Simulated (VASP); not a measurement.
A run of VASP 6.6.1 is set up as follows.

The input INCAR:

```
PREC = Accurate
ENCUT = 520
EDIFF = 1E-7
ISMEAR = -1
SIGMA = 0.1
LREAL = F
LASPH = T
NELM = 100
ALGO = Normal
ISIF = 2
LWAVE = F
LCHARG = T
GGA = RE
LELF = T
LVHAR = T
NBANDS = 11
```

File KPOINTS:

```
regular mesh
0
Gamma
  13 13 13
```

POSCAR

```
Pd
1.0
    2.7046528853      0.0000000000      0.0000000000
    0.0000000000      2.7046528853      0.0000000000
    0.0000000000      0.0000000000      2.7046528853
Pd
1
Direct
    0.0000000000      0.0000000000      0.0000000000
```

Potentials or basis: VASP PAW PBE potentials, release 64 (Pd).

The run is started by

```sh
$ cat potpaw_PBE.64/Pd/POTCAR > POTCAR
$ mpirun -np 1 vasp_std > vasp.out
```

**Question.** Predict the band gap on the k mesh.

**Answer.** Zero (band 5 reaches 6.77 eV, above the bottom of band 6 at 5.38 eV).

**Question.** Estimate the pressure.

**Answer.** -7.0 GPa.

Caveat: the PAW data sets were made with another functional, which shifts forces and pressure a little.
